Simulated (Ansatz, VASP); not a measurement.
**Sb: VASP beside Ansatz**

The input INCAR:

```
PREC = Accurate ; ENCUT = 520
EDIFF = 1E-6 ; ISMEAR = -1
SIGMA = 0.1 ; LREAL = F
LASPH = T ; NELM = 100
ALGO = Normal ; ISIF = 2
LWAVE = F ; LCHARG = F
LDIPOL = T ; IDIPOL = 3
DIPOL = 0.5 0.5 0.500 ; GGA = PS
NBANDS = 20
```

File KPOINTS:

```
Automatic mesh
0
Gamma
  11 11 1
```

The input POSCAR:

```
Sb
1.0
    3.3338465348      0.0000000000      0.0000000000
    0.0000000000      3.3338465348      0.0000000000
    0.0000000000      0.0000000000     15.9599000000
Sb
5
Direct
    0.0000000000      0.0000000000      0.2193002183
    0.5000000000      0.5000000000      0.3498306073
    0.0000000000      0.0000000000      0.4999997910
    0.5000000000      0.5000000000      0.6501693156
    0.0000000000      0.0000000000      0.7806997817
```

Input for Ansatz:

```yaml
crystal:
  lattice:
    - [3.3338465348, 0.0, 0.0]
    - [0.0, 3.3338465348, 0.0]
    - [0.0, 0.0, 15.9599]
  atoms:
    - { symbol: Sb, position: [0.0, 0.0, 0.2193002183] }
    - { symbol: Sb, position: [0.5, 0.5, 0.3498306073] }
    - { symbol: Sb, position: [0.0, 0.0, 0.499999791] }
    - { symbol: Sb, position: [0.5, 0.5, 0.6501693156] }
    - { symbol: Sb, position: [0.0, 0.0, 0.7806997817] }
kpoints:
  mp_grid: { grid: [11, 11, 1] }
scf:
  occupations: { method: fermi_dirac, width: 0.1 }
hamiltonian:
  xc: pbesol
  pseudopotentials: { kind: all_electron, lapw: { basis_error: 0.001 } }
output:
  forces: true
  stress: true
  eigenvalues: true
efield:
  axis: 3
  amplitude: 0
  dipole_correction: true
```

Alike in both runs: task single point; functional PBEsol; k mesh 11 × 11 × 1; occupations fermi-dirac, width 0.1 eV; no spin polarisation.

|  | VASP | Ansatz |
| --- | --- | --- |
| version | VASP 6.6.1 | Ansatz 0.2.0 |
| potentials or method | VASP PAW PBE potentials, release 64 (Sb), cutoff 520 eV | all-electron LAPW, scalar-relativistic |

Ansatz gave:

```
rms of the force components (eV/Å) : 0.001
```

What did VASP give for the same quantities?

rms of the force components (eV/Å): 0.007.

VASP's potentials were made for PBE, not for PBEsol. Atom by atom the forces differ by 0.006 eV/Å (rms over components). Ansatz ran all-electron here, and VASP with PAW potentials. Ansatz's warnings: vacuum density over bound.

Neither program's run includes spin-orbit coupling.
